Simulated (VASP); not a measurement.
A run of VASP 6.6.1:

INCAR

```
SYSTEM = BaZrO3
PREC = Accurate
ENCUT = 520
EDIFF = 1E-6
ISMEAR = 0
SIGMA = 0.05
LREAL = .False.
LASPH = .True.
NELM = 80
ALGO = Normal
ISIF = 2
LWAVE = .False.
LCHARG = .False.
GGA = PE
NBANDS = 28
```

File KPOINTS:

```
Automatic mesh
0
Gamma
  6 6 6
  0 0 0
```

Contents of POSCAR:

```
BaZrO3
1.0
    4.4951125000      0.0000000000      0.0000000000
    0.0000000000      4.4951125000      0.0000000000
    0.0000000000      0.0000000000      4.1815000000
Ba Zr O
1 1 3
Direct
    0.5000000000      0.5000000000      0.5000000000
    0.0000000000      0.0000000000      0.0000000000
    0.5000000000      0.0000000000      0.0000000000
    0.0000000000      0.5000000000      0.0000000000
    0.0000000000      0.0000000000      0.5000000000
```

Potentials or basis: VASP PAW PBE potentials, release 64 (Ba_sv, Zr_sv, O).

The run is started by

```sh
$ cat potpaw_PBE.64/Ba_sv/POTCAR potpaw_PBE.64/Zr_sv/POTCAR potpaw_PBE.64/O/POTCAR > POTCAR
$ mpirun -np 1 vasp_std > vasp.out
```

Hardware: 1 thread of Intel(R) Xeon(R) Platinum 8488C (Sapphire Rapids), with other jobs on the host.

Task: Estimate the wall time of this run.

Result: It took 83 s on 1 thread of Intel(R) Xeon(R) Platinum 8488C (Sapphire Rapids) (shared host), peak memory 0.25 GiB. Counts: scf iterations 14, k points 40.
